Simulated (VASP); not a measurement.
# CdS (P3m1) in VASP: a series of runs

The runs below take CdS through single point, with PBEsol.

All numbers are computed with VASP 6.6.1; they aren't measurements. Logs are shortened: lines on timing, memory, paths and dates and some standing lists are left out, and cuts for length are marked.

### Step 1. The cell of the first run

It takes space group P3m1 (No. 156, trigonal). The conventional cell has a = 4.261 Å, b = 4.261 Å, c = 5.804 Å, α = 90.00°, β = 90.00°, γ = 120.00°. Within 3.2 Å of Cd (site symmetry 3m) lie 3 S at 2.46 Å. Within 3.2 Å of S (site symmetry 3m) lie 3 Cd at 2.46 Å.

### Step 2. Single point, PBEsol

INCAR

```
  PREC = Accurate
  ENCUT = 520
  EDIFF = 1E-6
  ISMEAR = 0
  SIGMA = 0.1
  LREAL = F
  LASPH = T
  NELM = 80
  ALGO = Normal
  ISIF = 2
  LWAVE = F
  LCHARG = T
  GGA = PS
  LELF = T
  LVHAR = T
  NBANDS = 16
```

KPOINTS

```
regular mesh
0
Gamma
  6 6 4
```

POSCAR

```
CdS
1.0
    4.2611695877      0.0000000000      0.0000000000
   -2.1305847939      3.6902811128      0.0000000000
    0.0000000000      0.0000000000      5.8041729400
Cd S
1 1
Direct
    0.0000000000      0.0000000000      0.4426919200
    0.6666666700      0.3333333300      0.4343080800
```

Potentials or basis: VASP PAW PBE potentials, release 64 (Cd, S).

Started as:

```sh
cat potpaw_PBE.64/Cd/POTCAR potpaw_PBE.64/S/POTCAR > POTCAR
mpirun -np 1 vasp_std > vasp.out
```

OUTCAR:

```text
PREC = Accurate
   ENCUT = 520
   EDIFF = 1E-6
   ISMEAR = 0
   LREAL = F
   LASPH = T
   NELM = 80
   ISIF = 2
   GGA = PS

 ion  position               nearest neighbor table
   1  0.000  0.000  0.443-   2 2.46   2 2.46   2 2.46
   2  0.667  0.333  0.434-   1 2.46   1 2.46   1 2.46

  LATTYP: Found a hexagonal cell.
 ALAT       =     4.2611695877
 C/A-ratio  =     1.3621079426

  Lattice vectors:

 A1 = (   4.2611695877,   0.0000000000,   0.0000000000)
 A2 = (  -2.1305847939,   3.6902811128,   0.0000000000)
 A3 = (   0.0000000000,   0.0000000000,   5.8041729400)

Analysis of symmetry for initial positions (statically):
=====================================================================
 Subroutine PRICEL returns:
 Original cell was already a primitive cell.

 Routine SETGRP: Setting up the symmetry group for a
 hexagonal supercell.

 Subroutine GETGRP returns: Found  6 space group operations
 (whereof  6 operations were pure point group operations)
 out of a pool of 24 trial point group operations.

The static configuration has the point symmetry C_3v.

Analysis of symmetry for dynamics (positions and initial velocities):
=====================================================================
 Subroutine PRICEL returns:
 Original cell was already a primitive cell.

 Routine SETGRP: Setting up the symmetry group for a
 hexagonal supercell.

 Subroutine GETGRP returns: Found  6 space group operations
 (whereof  6 operations were pure point group operations)
 out of a pool of 24 trial point group operations.

The dynamic configuration has the point symmetry C_3v.

 Subroutine INISYM returns: Found  6 space group operations
 (whereof  6 operations are pure point group operations),
 and found     1 'primitive' translations

----------------------------------------------------------------------------------------

                                     Primitive cell

  volume of cell :      91.2701

  direct lattice vectors                    reciprocal lattice vectors
     4.261169588  0.000000000  0.000000000     0.234677353  0.135491033  0.000000000
    -2.130584794  3.690281113  0.000000000     0.000000000  0.270982066  0.000000000
     0.000000000  0.000000000  5.804172940     0.000000000  0.000000000  0.172289835

  length of vectors
     4.261169588  4.261169588  5.804172940     0.270982066  0.270982066  0.172289835

  position of ions in fractional coordinates (direct lattice)
     0.000000000  0.000000000  0.442691920
     0.666666670  0.333333330  0.434308080

  ion indices of the primitive-cell ions
   primitive index   ion index
                 1           1
                 2           2

----------------------------------------------------------------------------------------

 KPOINTS: regular mesh

Automatic generation of k-mesh.
 Grid dimensions read from file:
 generate k-points for:    6    6    4

 Generating k-lattice:

  Cartesian coordinates                     Fractional coordinates (reciprocal lattice)
     0.039112892  0.022581839  0.000000000     0.166666667 -0.000000000  0.000000000
     0.000000000  0.045163678  0.000000000     0.000000000  0.166666667  0.000000000
     0.000000000  0.000000000  0.043072459     0.000000000  0.000000000  0.250000000

  Length of vectors
     0.045163678  0.045163678  0.043072459

  Shift w.r.t. Gamma in fractional coordinates (k-lattice)
     0.000000000  0.000000000  0.000000000

 Subroutine IBZKPT returns following result:
 ===========================================

 Found     24 irreducible k-points:

 Following reciprocal coordinates:
            Coordinates               Weight
  0.000000  0.000000  0.000000      1.000000
  0.166667  0.000000  0.000000      6.000000
  0.333333  0.000000  0.000000      6.000000
  0.500000 -0.000000  0.000000      3.000000
  0.166667  0.166667  0.000000      6.000000
  0.333333  0.166667  0.000000     12.000000
[... 16 lines left out ...]
  0.333333  0.166667  0.500000     12.000000
  0.333333  0.333333  0.500000      2.000000
   k-points           NKPTS =     24   k-points in BZ     NKDIM =     24   number of bands    NBANDS=     16
   number of dos      NEDOS =    301   number of ions     NIONS =      2
   total plane-waves  NPLWV =  49152
   dimension x,y,z NGX =    32 NGY =   32 NGZ =   48
   dimension x,y,z NGXF=    64 NGYF=   64 NGZF=   96
   ions per type =               1   1
   NGX,Y,Z   is equivalent  to a cutoff of  12.48, 12.48, 13.75 a.u.
   NGXF,Y,Z  is equivalent  to a cutoff of  24.97, 24.97, 27.50 a.u.
 SYSTEM =  unknown system
   PREC   = accura    normal or accurate (medium, high low for compatibility)
   ISTART =      0    job   : 0-new  1-cont  2-samecut
   ICHARG =      2    charge: 1-file 2-atom 10-const
   ISPIN  =      1    spin polarized calculation?
   LNONCOLLINEAR =      F non collinear calculations
   LSORBIT =      F    spin-orbit coupling
   LASPH  =      T    aspherical Exc in radial PAW
   ENCUT  =  520.0 eV  38.22 Ry    6.18 a.u.   7.92  7.92 10.79*2*pi/ulx,y,z
   NELM   =     80;   NELMIN=  2; NELMDL= -5     # of ELM steps
   EDIFF  = 0.1E-05   stopping-criterion for ELM
   LREAL  =      F    real-space projection
   EDIFFG = 0.1E-04   stopping-criterion for IOM
   NSW    =      0    number of steps for IOM
   IBRION =     -1    ionic relax: 0-MD 1-quasi-New 2-CG
   NFREE  =      0    steps in history (QN), initial steepest desc. (CG)
   ISIF   =      2    stress and relaxation
   ISYM   =      2    0-nonsym 1-usesym 2-fastsym
   POTIM  = 0.5000    time-step for ionic-motion
   TEBEG  =    0.0;   TEEND  =   0.0 temperature during run
   PSTRESS=    0.0 pullay stress
   NELECT =      18.0000    total number of electrons
   NUPDOWN=      -1.0000    fix difference up-down
   EMIN   =  10.00;   EMAX   =-10.00  energy-range for DOS
   EFERMI =   0.00;   METHOD = LEGACY
   ISMEAR =     0;   SIGMA  =   0.10  broadening in eV -4-tet -1-fermi 0-gaus
   EFERMI_NEDOS =   21; number of points for ismear=-14 and -15
   IALGO  =     38    algorithm
   IMIX   =      4    mixing-type and parameters
     AMIX     =   0.40;   BMIX     =  1.00
     AMIX_MAG =   1.60;   BMIX_MAG =  1.00
  volume/ion in A,a.u.               =      45.64       307.96
  Fermi-wavevector in a.u.,A,eV,Ry     =   0.952919  1.800756 12.354841  0.908055
  Thomas-Fermi vector in A             =   2.081527
   LORBIT       =      0    0 simple, 1 ext, 2 COOP (PROOUT), +10 PAW based schemes
   GGA     = PS    functional components
   LHFCALC =     F    Hartree Fock is set to
   AEXX    =    0.0000 exact exchange contribution
   IVDW    =     0    specifies the selected vdW correction
   LEPSILON=     F    determine dielectric tensor
   LRPA    =     F    only Hartree local field effects (RPA)
 non-spin polarized calculation
 Gauss-broadening in eV      SIGMA  =   0.10
  energy-cutoff  :      520.00
  volume of cell :       91.27
 maximum number of plane-waves:      2490
   NGX = 15   NGY = 15   NGZ = 21

 number of electron      18.0000002 magnetization

 Free energy of the ion-electron system (eV)
  ---------------------------------------------------
  ext. energy  EPLUGINS =         0.00000000
  ---------------------------------------------------
  free energy    TOTEN  =        -6.17108674 eV

  energy without entropy =       -6.17108674  energy(sigma->0) =       -6.17108674

 E-fermi :  -1.7201     XC(G=0):  -6.1866

 val. band max:       -2.1981918390   @ k =   0.0000   0.0000   0.5000
 cond. band min:      -0.7804405572   @ k =   0.0000   0.0000   0.0000
 fundamental gap:      1.4177512819
 Fermi energy:        -1.7200902643

 k-point     1 :       0.0000    0.0000    0.0000
  band No.  band energies     occupation
      1     -13.7997      2.00000
      2      -9.8402      2.00000
      3      -9.8402      2.00000
      4      -9.3178      2.00000
      5      -9.3178      2.00000
      6      -9.1054      2.00000
[... 8 lines left out ...]
     15       8.6859      0.00000
     16       9.5024      0.00000

 k-point     2 :       0.1667    0.0000    0.0000
  band No.  band energies     occupation
      1     -13.7147      2.00000
      2      -9.7995      2.00000
      3      -9.7708      2.00000
      4      -9.3462      2.00000
      5      -9.3218      2.00000
      6      -9.0775      2.00000
[... 8 lines left out ...]
     15       9.2280      0.00000
     16       9.4227      0.00000

 k-point     3 :       0.3333    0.0000    0.0000
  band No.  band energies     occupation
      1     -13.5430      2.00000
      2      -9.6561      2.00000
      3      -9.6219      2.00000
      4      -9.4005      2.00000
      5      -9.3298      2.00000
      6      -9.0031      2.00000
[... 8 lines left out ...]
     15       8.0215      0.00000
     16       8.4263      0.00000

 k-point     4 :       0.5000   -0.0000    0.0000
  band No.  band energies     occupation
      1     -13.4570      2.00000
      2      -9.5452      2.00000
      3      -9.5417      2.00000
      4      -9.4262      2.00000
      5      -9.3336      2.00000
      6      -8.9357      2.00000
[... 8 lines left out ...]
     15       8.0819      0.00000
     16       8.5173      0.00000

 k-point     5 :       0.1667    0.1667    0.0000
  band No.  band energies     occupation
      1     -13.5862      2.00000
      2      -9.7348      2.00000
      3      -9.6329      2.00000
      4      -9.3836      2.00000
      5      -9.3315      2.00000
      6      -9.0191      2.00000
[... 8 lines left out ...]
     15       7.8394      0.00000
     16       8.8982      0.00000

 k-point     6 :       0.3333    0.1667    0.0000
  band No.  band energies     occupation
      1     -13.4572      2.00000
      2      -9.6201      2.00000
      3      -9.5134      2.00000
      4      -9.4170      2.00000
      5      -9.3434      2.00000
      6      -8.8861      2.00000
[... 8 lines left out ...]
     15       6.9717      0.00000
     16       8.3338      0.00000

 k-point     7 :       0.3333    0.3333    0.0000
  band No.  band energies     occupation
      1     -13.4147      2.00000
      2      -9.5801      2.00000
      3      -9.5161      2.00000
      4      -9.4177      2.00000
      5      -9.3579      2.00000
      6      -8.7582      2.00000
[... 8 lines left out ...]
     15       7.1276      0.00000
     16       7.2819      0.00000

 k-point     8 :       0.0000    0.0000    0.2500
  band No.  band energies     occupation
      1     -13.7979      2.00000
      2      -9.8402      2.00000
      3      -9.8402      2.00000
      4      -9.3181      2.00000
      5      -9.3181      2.00000
      6      -9.1007      2.00000
[... 8 lines left out ...]
     15       8.8004      0.00000
     16       9.2590      0.00000

 k-point     9 :       0.1667    0.0000    0.2500
  band No.  band energies     occupation
      1     -13.7131      2.00000
      2      -9.7994      2.00000
      3      -9.7707      2.00000
      4      -9.3467      2.00000
      5      -9.3221      2.00000
      6      -9.0733      2.00000
[... 8 lines left out ...]
     15       8.7644      0.00000
     16       8.8848      0.00000
[... 172 lines left out ...]
 k-point    19 :       0.1667    0.0000    0.5000
  band No.  band energies     occupation
      1     -13.7115      2.00000
      2      -9.7992      2.00000
      3      -9.7706      2.00000
      4      -9.3473      2.00000
      5      -9.3224      2.00000
      6      -9.0692      2.00000
[... 8 lines left out ...]
     15       7.3656      0.00000
     16       8.6335      0.00000

 k-point    20 :       0.3333    0.0000    0.5000
  band No.  band energies     occupation
      1     -13.5404      2.00000
      2      -9.6553      2.00000
      3      -9.6218      2.00000
      4      -9.4023      2.00000
      5      -9.3304      2.00000
      6      -8.9981      2.00000
[... 8 lines left out ...]
     15       7.9877      0.00000
     16       8.0857      0.00000

 k-point    21 :       0.5000   -0.0000    0.5000
  band No.  band energies     occupation
      1     -13.4546      2.00000
      2      -9.5433      2.00000
      3      -9.5416      2.00000
      4      -9.4284      2.00000
      5      -9.3343      2.00000
      6      -8.9344      2.00000
[... 8 lines left out ...]
     15       8.2451      0.00000
     16       8.8393      0.00000

 k-point    22 :       0.1667    0.1667    0.5000
  band No.  band energies     occupation
      1     -13.5833      2.00000
      2      -9.7345      2.00000
      3      -9.6326      2.00000
      4      -9.3852      2.00000
      5      -9.3322      2.00000
      6      -9.0128      2.00000
[... 8 lines left out ...]
     15       7.2908      0.00000
     16       7.8748      0.00000

 k-point    23 :       0.3333    0.1667    0.5000
  band No.  band energies     occupation
      1     -13.4549      2.00000
      2      -9.6192      2.00000
      3      -9.5127      2.00000
      4      -9.4189      2.00000
      5      -9.3443      2.00000
      6      -8.8839      2.00000
[... 8 lines left out ...]
     15       8.1071      0.00000
     16       8.3313      0.00000

 k-point    24 :       0.3333    0.3333    0.5000
  band No.  band energies     occupation
      1     -13.4124      2.00000
      2      -9.5785      2.00000
      3      -9.5161      2.00000
      4      -9.4195      2.00000
      5      -9.3590      2.00000
      6      -8.7575      2.00000
[... 8 lines left out ...]
     15       7.2916      0.00000
     16       8.6542      0.00000

------------------------ aborting loop because EDIFF is reached ----------------------------------------

  FORCE on cell =-STRESS in cart. coord.  units (eV):
  Direction    XX          YY          ZZ          XY          YZ          ZX
  --------------------------------------------------------------------------------------
  -------------------------------------------------------------------------------------
  Total       -1.1041436     -1.1041436     -0.0051114      0.0000000      0.0000000      0.0000000
  in kB      -19.3823984    -19.3823984     -0.0897264      0.0000000      0.0000000      0.0000000
  external PRESSURE =     -12.9515077 kB  Pullay stress =       0.0000000 kB

 VOLUME and BASIS-vectors are now :
 -----------------------------------------------------------------------------
  energy-cutoff  :      520.00
  volume of cell :       91.27
      direct lattice vectors                 reciprocal lattice vectors
     4.261169588  0.000000000  0.000000000     0.234677353  0.135491033  0.000000000
    -2.130584794  3.690281113  0.000000000     0.000000000  0.270982066  0.000000000
     0.000000000  0.000000000  5.804172940     0.000000000  0.000000000  0.172289835

 POSITION                                       TOTAL-FORCE (eV/Angst)
 -----------------------------------------------------------------------------------
      0.00000      0.00000      2.56946        -0.000000      0.000000     -0.013973
      2.13058      1.23009      2.52080         0.000000     -0.000000      0.013973
 -----------------------------------------------------------------------------------
    total drift:                               -0.000009      0.000005      0.000033

  FREE ENERGIE OF THE ION-ELECTRON SYSTEM (eV)
  ---------------------------------------------------
  free  energy   TOTEN  =        -6.1710867450 eV

  energy  without entropy=       -6.1710867450  energy(sigma->0) =       -6.17108674
```

Run time: 39 s. Hardware: 1 thread of Intel Xeon Platinum 8259CL at 2.50GHz (Skylake/Cascade Lake), shared host; peak memory 0.22 GiB.

Results:

| Property | Result |
| --- | --- |
| Free energy | -6.1711 eV |
| Pressure | -1.3 GPa |
| Largest force | 0.014 eV/Å |
| Band gap on the k mesh | 1.42 eV, indirect (the least direct gap lies 4.2 meV higher) |

Forces on the atoms (eV/Å):
```
Cd   0.000  0.000 -0.014
S    0.000  0.000  0.014
```

Caveat: the PAW data sets were made with another functional, which shifts forces and pressure a little.

### Step 3. Single point, PBEsol

INCAR

```
  PREC = Accurate
  ENCUT = 540
  EDIFF = 1E-6
  ISMEAR = 0
  SIGMA = 0.1
  LREAL = F
  LASPH = T
  NELM = 120
  ALGO = Normal
  ISIF = 2
  LWAVE = F
  LCHARG = T
  GGA = PS
  LELF = T
  LVHAR = T
  NBANDS = 20
  GGA_COMPAT = F
```

KPOINTS is that of step 2.

POSCAR is that of step 2.

Potentials or basis: VASP PAW PBE potentials, release 64 (Cd_sv_GW, S).

Started as:

```sh
cat potpaw_PBE.64/Cd_sv_GW/POTCAR potpaw_PBE.64/S/POTCAR > POTCAR
mpirun -np 1 vasp_std > vasp.out
```

Wall time 32 s (1 thread of Intel Xeon Platinum 8375C at 2.90GHz (Ice Lake), shared host); peak memory 0.24 GiB.

Results (log left out):

```yaml
Free_energy: -6.2536 eV
Pressure: -2.0 GPa
Largest_force: 0.017 eV/Å
Band_gap_on_the_k_mesh: 1.41 eV, indirect (the least direct gap lies 4.2 meV higher)
```

Forces on the atoms (eV/Å):
```
Cd   0.000  0.000 -0.017
S    0.000  0.000  0.017
```

Stress tensor (GPa, compression positive):
```
-2.74  0.00  0.00
 0.00 -2.74  0.00
 0.00  0.00 -0.53
```

Levels at points of the mesh, in eV from the valence-band top:
| k point | band 10 | band 11 | band 12 | band 13 | band 14 | band 15 | band 16 | band 17 |
| --- | --- | --- | --- | --- | --- | --- | --- | --- |
| (0.00, 0.00, 0.00) | -6.90 | -1.06 | 0.00 | 0.00 | 1.41 | 5.67 | 6.86 | 6.86 |
| (0.50, 0.00, 0.00) | -6.74 | -3.63 | -1.32 | -0.15 | 3.64 | 5.12 | 6.81 | 7.50 |
| (0.00, 0.00, 0.50) | -6.89 | -1.26 | 0.00 | 0.00 | 1.67 | 5.13 | 6.90 | 6.90 |
| (0.50, 0.00, 0.50) | -6.74 | -3.60 | -1.32 | -0.26 | 3.79 | 4.27 | 7.84 | 7.93 |

Caveat: the PAW data sets were made with another functional, which shifts forces and pressure a little. A k mesh can miss the band edges.
